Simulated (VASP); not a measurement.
# InSb (F-43m) in VASP: a series of runs

The runs below take InSb through single point, with PBEsol.

All numbers are computed with VASP 6.6.1; they aren't measurements. Logs are shortened: lines on timing, memory, paths and dates and some standing lists are left out, and cuts for length are marked.

**What was measured.**

From “Electronic Structure and Epitaxy of CdTe Shells on InSb Nanowires”, 2021, arxiv:2111.05126, for a bulk crystal of InSb: band gap 0.24 eV.

The runs below are set against these values where they give the same quantity.

**1. The cell of the first run**

It takes space group F-43m (No. 216, cubic). The conventional cell has a = 6.508 Å, b = 6.508 Å, c = 6.508 Å, α = 90.00°, β = 90.00°, γ = 90.00°. Within 3.7 Å of In (site symmetry -43m) lie 4 Sb at 2.82 Å. Sb (site symmetry -43m) has 4 In at 2.82 Å within 3.7 Å.

**2. Single point, PBEsol (34.46 Å³/atom)**

Contents of INCAR:

```
PREC = Accurate ; ENCUT = 520
EDIFF = 1E-7 ; ISMEAR = 0
SIGMA = 0.05 ; LREAL = False
LASPH = True ; NELM = 80
ALGO = Normal ; ISIF = 2
LWAVE = False ; LCHARG = False
GGA = PS ; NBANDS = 16
```

Contents of KPOINTS:

```
Automatic mesh
0
Gamma
  8 8 8
```

Contents of POSCAR:

```
InSb
1.0
    0.0000000000      3.2541885922      3.2541885922
    3.2541885922      0.0000000000      3.2541885922
    3.2541885922      3.2541885922      0.0000000000
In Sb
1 1
Direct
    0.0000000000      0.0000000000      0.0000000000
    0.7500000000      0.7500000000      0.7500000000
```

Potentials or basis: VASP PAW PBE potentials, release 64 (In_d, Sb).

Command:

```sh
cat potpaw_PBE.64/In_d/POTCAR potpaw_PBE.64/Sb/POTCAR > POTCAR
mpirun -np 1 vasp_std > vasp.out
```

OUTCAR:

```text
PREC = Accurate
   ENCUT = 520
   EDIFF = 1E-7
   ISMEAR = 0
   LREAL = False
   LASPH = True
   NELM = 80
   ISIF = 2
   GGA = PS

 ion  position               nearest neighbor table
   1  0.000  0.000  0.000-   2 2.82   2 2.82   2 2.82   2 2.82
   2  0.750  0.750  0.750-   1 2.82   1 2.82   1 2.82   1 2.82

  LATTYP: Found a face centered cubic cell.
 ALAT       =     6.5083771844

  Lattice vectors:

 A1 = (   0.0000000000,   3.2541885922,   3.2541885922)
 A2 = (   3.2541885922,   0.0000000000,   3.2541885922)
 A3 = (   3.2541885922,   3.2541885922,   0.0000000000)

Analysis of symmetry for initial positions (statically):
=====================================================================
 Subroutine PRICEL returns:
 Original cell was already a primitive cell.

 Routine SETGRP: Setting up the symmetry group for a
 face centered cubic supercell.

 Subroutine GETGRP returns: Found 24 space group operations
 (whereof 24 operations were pure point group operations)
 out of a pool of 48 trial point group operations.

The static configuration has the point symmetry T_d .

Analysis of symmetry for dynamics (positions and initial velocities):
=====================================================================
 Subroutine PRICEL returns:
 Original cell was already a primitive cell.

 Routine SETGRP: Setting up the symmetry group for a
 face centered cubic supercell.

 Subroutine GETGRP returns: Found 24 space group operations
 (whereof 24 operations were pure point group operations)
 out of a pool of 48 trial point group operations.

The dynamic configuration has the point symmetry T_d .

 Subroutine INISYM returns: Found 24 space group operations
 (whereof 24 operations are pure point group operations),
 and found     1 'primitive' translations

----------------------------------------------------------------------------------------

                                     Primitive cell

  volume of cell :      68.9220

  direct lattice vectors                    reciprocal lattice vectors
     0.000000000  3.254188592  3.254188592    -0.153648133  0.153648133  0.153648133
     3.254188592  0.000000000  3.254188592     0.153648133 -0.153648133  0.153648133
     3.254188592  3.254188592  0.000000000     0.153648133  0.153648133 -0.153648133

  length of vectors
     4.602117642  4.602117642  4.602117642     0.266126372  0.266126372  0.266126372

[... 78 lines left out ...]
   ENCUT  =  520.0 eV  38.22 Ry    6.18 a.u.   8.56  8.56  8.56*2*pi/ulx,y,z
   NELM   =     80;   NELMIN=  2; NELMDL= -5     # of ELM steps
   EDIFF  = 0.1E-06   stopping-criterion for ELM
   LREAL  =      F    real-space projection
   EDIFFG = 0.1E-05   stopping-criterion for IOM
   NSW    =      0    number of steps for IOM
   IBRION =     -1    ionic relax: 0-MD 1-quasi-New 2-CG
   NFREE  =      0    steps in history (QN), initial steepest desc. (CG)
   ISIF   =      2    stress and relaxation
   ISYM   =      2    0-nonsym 1-usesym 2-fastsym
   POTIM  = 0.5000    time-step for ionic-motion
   TEBEG  =    0.0;   TEEND  =   0.0 temperature during run
   PSTRESS=    0.0 pullay stress
   NELECT =      18.0000    total number of electrons
   NUPDOWN=      -1.0000    fix difference up-down
   EMIN   =  10.00;   EMAX   =-10.00  energy-range for DOS
   EFERMI =   0.00;   METHOD = LEGACY
   ISMEAR =     0;   SIGMA  =   0.05  broadening in eV -4-tet -1-fermi 0-gaus
   EFERMI_NEDOS =   21; number of points for ismear=-14 and -15
   IALGO  =     38    algorithm
   IMIX   =      4    mixing-type and parameters
     AMIX     =   0.40;   BMIX     =  1.00
     AMIX_MAG =   1.60;   BMIX_MAG =  1.00
  volume/ion in A,a.u.               =      34.46       232.55
  Fermi-wavevector in a.u.,A,eV,Ry     =   1.046437  1.977479 14.898784  1.095030
  Thomas-Fermi vector in A             =   2.181275
   LORBIT       =      0    0 simple, 1 ext, 2 COOP (PROOUT), +10 PAW based schemes
   GGA     = PS    functional components
   LHFCALC =     F    Hartree Fock is set to
   AEXX    =    0.0000 exact exchange contribution
   IVDW    =     0    specifies the selected vdW correction
   LEPSILON=     F    determine dielectric tensor
   LRPA    =     F    only Hartree local field effects (RPA)
 non-spin polarized calculation
 Gauss-broadening in eV      SIGMA  =   0.05
  energy-cutoff  :      520.00
  volume of cell :       68.92
 maximum number of plane-waves:      1880
 NGX is ok and might be reduce to    36
   NGX = 17   NGY = 17   NGZ = 17

 number of electron      17.9999993 magnetization

 Free energy of the ion-electron system (eV)
  ---------------------------------------------------
  ext. energy  EPLUGINS =         0.00000000
  ---------------------------------------------------
  free energy    TOTEN  =        -7.69548563 eV

  energy without entropy =       -7.69533499  energy(sigma->0) =       -7.69541031

 E-fermi :   4.8369     XC(G=0):  -8.8103

 val. band max:        4.8216554502   @ k =   0.0000   0.0000   0.0000
 cond. band min:       5.2689851521   @ k =   0.5000   0.0000   0.0000
 fundamental gap:      0.4473297018
 Fermi energy:         4.8368839100

 k-point     1 :       0.0000    0.0000    0.0000
  band No.  band energies     occupation
      1      -9.6921      2.00000
      2      -9.6921      2.00000
      3      -9.6921      2.00000
      4      -9.6093      2.00000
      5      -9.6093      2.00000
      6      -5.8419      2.00000
[... 433 lines left out ...]
      3      -9.6631      2.00000
      4      -9.6134      2.00000
      5      -9.6077      2.00000
      6      -4.2282      2.00000
[... 8 lines left out ...]
     15      13.7069      0.00000
     16      14.1769      0.00000

 [... further k-points ...]

------------------------ aborting loop because EDIFF is reached ----------------------------------------

  FORCE on cell =-STRESS in cart. coord.  units (eV):
  Direction    XX          YY          ZZ          XY          YZ          ZX
  --------------------------------------------------------------------------------------
  -------------------------------------------------------------------------------------
  Total        0.1027807      0.1027807      0.1027807      0.0000000      0.0000000      0.0000000
  in kB        2.3892641      2.3892641      2.3892641      0.0000000      0.0000000      0.0000000
  external PRESSURE =       2.3892641 kB  Pullay stress =       0.0000000 kB

 VOLUME and BASIS-vectors are now :
 -----------------------------------------------------------------------------
  energy-cutoff  :      520.00
  volume of cell :       68.92
      direct lattice vectors                 reciprocal lattice vectors
     0.000000000  3.254188592  3.254188592    -0.153648133  0.153648133  0.153648133
     3.254188592  0.000000000  3.254188592     0.153648133 -0.153648133  0.153648133
     3.254188592  3.254188592  0.000000000     0.153648133  0.153648133 -0.153648133

 POSITION                                       TOTAL-FORCE (eV/Angst)
 -----------------------------------------------------------------------------------
      0.00000      0.00000      0.00000         0.000000      0.000000      0.000000
      4.88128      4.88128      4.88128        -0.000000     -0.000000     -0.000000
 -----------------------------------------------------------------------------------
    total drift:                                0.000000      0.000000      0.000000

  FREE ENERGIE OF THE ION-ELECTRON SYSTEM (eV)
  ---------------------------------------------------
  free  energy   TOTEN  =        -7.6954856324 eV

  energy  without entropy=       -7.6953349856  energy(sigma->0) =       -7.69541031
```

stdout:

```text
POSCAR found type information on POSCAR InSb
 POSCAR found :  2 types and       2 ions
 scaLAPACK will be used
 -----------------------------------------------------------------------------
|                                                                             |
|                                                                             |
|     You enforced a specific xc type in the INCAR file but a different       |
|     I HOPE YOU KNOW WHAT YOU ARE DOING!                                     |
|                                                                             |
 -----------------------------------------------------------------------------

 LDA part: xc-table for (Slater+PW92), standard interpolation
 POSCAR, INCAR and KPOINTS ok, starting setup
 FFT: planning ... GRIDC
 FFT: planning ... GRID_SOFT
 FFT: planning ... GRID
 WAVECAR not read
 entering main loop
```

It took 42 s on 1 thread of Intel Xeon 8259CL, shared host; peak memory 0.22 GiB.

What came out:

| Item | Value |
| --- | --- |
| Free energy | -7.6955 eV |
| Pressure | 0.2 GPa |
| Band gap on the k mesh | zero (filled and empty bands touch) |

Caveat: semilocal functionals underestimate gaps, so a narrow gap can read as zero; the PAW data sets were made with another functional, which shifts forces and pressure a little; spin-orbit coupling is left out, which moves the levels of the heavy elements.

**3. Single point, PBEsol (34.64 Å³/atom)**

This run uses another cell than the first one, of 34.64 Å³/atom.

Contents of INCAR:

```
PREC = Accurate ; ENCUT = 520
EDIFF = 1E-6 ; ISMEAR = 0
SIGMA = 0.05 ; LREAL = F
LASPH = T ; NELM = 60
ALGO = Normal ; ISIF = 2
LWAVE = F ; LCHARG = F
GGA = PS ; NBANDS = 16
```

Contents of KPOINTS:

```
regular mesh
0
Gamma
  8 8 8
```

Contents of POSCAR:

```
InSb
1.0
    0.0000000000      3.2597685936      3.2597685936
    3.2597685936      0.0000000000      3.2597685936
    3.2597685936      3.2597685936      0.0000000000
In Sb
1 1
Direct
    0.0000000000      0.0000000000      0.0000000000
    0.7500000000      0.7500000000      0.7500000000
```

Potentials or basis: VASP PAW PBE potentials, release 64 (In_d, Sb).

Command:

```sh
cat potpaw_PBE.64/In_d/POTCAR potpaw_PBE.64/Sb/POTCAR > POTCAR
mpirun -np 1 vasp_std > vasp.out
```

It took 41 s on 1 thread of Intel Xeon 8259CL, shared host; peak memory 0.21 GiB.

The run converged. Its results:

```
Free energy            : -7.6958 eV
Pressure               : 0.0 GPa
Band gap on the k mesh : zero (filled and empty bands touch)
```

Levels at points of the mesh, in eV from the Fermi level:
```
           k point  band 5  band 6  band 7  band 8  band 9  band 10  band 11  band 12  band 13  band 14
(0.00, 0.00, 0.00)  -14.44  -10.65   -0.38   -0.02   -0.02    -0.02     2.92     2.92     2.92     5.53
(0.50, 0.00, 0.00)  -14.44   -9.32   -5.59   -1.00   -1.00     0.42     3.76     3.76     5.95     8.05
(0.50, 0.50, 0.00)  -14.43   -8.73   -5.89   -2.23   -2.23     1.26     1.27     8.00     8.00     8.57
```

Caveat: semilocal functionals underestimate gaps, so a narrow gap can read as zero; the PAW data sets were made with another functional, which shifts forces and pressure a little; spin-orbit coupling is left out, which moves the levels of the heavy elements.

**4. Single point, PBEsol (35.33 Å³/atom)**

This run uses another cell than the first one, of 35.33 Å³/atom.

Contents of INCAR:

```
SYSTEM = InSb
PREC = Accurate
ENCUT = 520
EDIFF = 1E-6
ISMEAR = 0
SIGMA = 0.05
LREAL = .False.
LASPH = .True.
NELM = 100
ALGO = Normal
ISIF = 2
LWAVE = .False.
LCHARG = .True.
GGA = PS
LELF = .True.
LVHAR = .True.
NBANDS = 16
```

Contents of KPOINTS:

```
Automatic mesh
0
Gamma
  8 8 8
  0 0 0
```

Contents of POSCAR:

```
InSb
1.0
    0.0000000000      3.2813570942      3.2813570942
    3.2813570942      0.0000000000      3.2813570942
    3.2813570942      3.2813570942      0.0000000000
In Sb
1 1
Direct
    0.0000000000      0.0000000000      0.0000000000
    0.7500000000      0.7500000000      0.7500000000
```

Command:

```sh
cat potpaw_PBE.64/In_d/POTCAR potpaw_PBE.64/Sb/POTCAR > POTCAR
mpirun -np 1 vasp_std > vasp.out
```

Run time: 46 s. Hardware: 1 thread of Intel Xeon 8259CL, shared host; peak memory 0.22 GiB.

Results (log left out):

| Item | Value |
| --- | --- |
| Free energy | -7.6927 eV |
| Pressure | -0.8 GPa |
| Band gap on the k mesh | zero (filled and empty bands touch) |

Levels at points of the mesh, in eV from the Fermi level:
```
           k point  band 6  band 7  band 8  band 9  band 10  band 11  band 12  band 13
(0.00, 0.00, 0.00)  -10.53   -0.49   -0.02   -0.02    -0.02     2.92     2.92     2.92
(0.50, 0.00, 0.00)   -9.25   -5.50   -0.97   -0.97     0.39     3.75     3.75     5.96
(0.50, 0.50, 0.00)   -8.68   -5.80   -2.17   -2.17     1.27     1.31     7.88     7.88
```

Caveat: semilocal functionals underestimate gaps, so a narrow gap can read as zero; the PAW data sets were made with another functional, which shifts forces and pressure a little; spin-orbit coupling is left out, which moves the levels of the heavy elements.

**5. Overview**

| cell | gap on the mesh (eV) | pressure (GPa) |
| --- | --- | --- |
| a = 4.602 Å, angles 60.0°, 2 atoms | none | 0.2 |
| a = 4.610 Å, angles 60.0°, 2 atoms | none | 0.0 |
| a = 4.641 Å, angles 60.0°, 2 atoms | none | -0.8 |

Alike in all rows: task single point; level PBEsol; potentials or basis VASP PAW PBE potentials, release 64 (In_d, Sb); no spin polarisation; k mesh 8 × 8 × 8; cutoff (eV) 520; smearing gaussian 0.05 eV.

Caveats: semilocal functionals underestimate gaps, so a narrow gap can read as zero; the PAW data sets were made with another functional, which shifts forces and pressure a little; spin-orbit coupling is left out, which moves the levels of the heavy elements.

Absolute energies hang on the potentials; compare differences alone.

**6. Against experiment**

Step 2. A measured gap of InSb is 0.24 eV (quoted in “Electronic Structure and Epitaxy of CdTe Shells on InSb Nanowires”, 2021, arxiv:2111.05126); the calculated 0.00 eV misses it by -0.24 eV. Spin-orbit coupling on In, Sb is left out. The value is that of PBEsol on a finite k mesh, which can miss the band edges, without temperature or zero-point motion. Semilocal functionals fall short of measured gaps as a rule.

Step 3. A measured gap of InSb is 0.24 eV (quoted in “Electronic Structure and Epitaxy of CdTe Shells on InSb Nanowires”, 2021, arxiv:2111.05126); the calculated 0.00 eV misses it by -0.24 eV. Spin-orbit coupling on In, Sb is left out. The value is that of PBEsol on a finite k mesh, which can miss the band edges, without temperature or zero-point motion. Semilocal functionals fall short of measured gaps as a rule.

Step 4. Measured gap of InSb: 0.24 eV (quoted in “Electronic Structure and Epitaxy of CdTe Shells on InSb Nanowires”, 2021, arxiv:2111.05126). This calculation gives 0.00 eV (-0.24 eV). Spin-orbit coupling on In, Sb is left out. The value is that of PBEsol on a finite k mesh, which can miss the band edges, without temperature or zero-point motion. Semilocal functionals fall short of measured gaps as a rule.
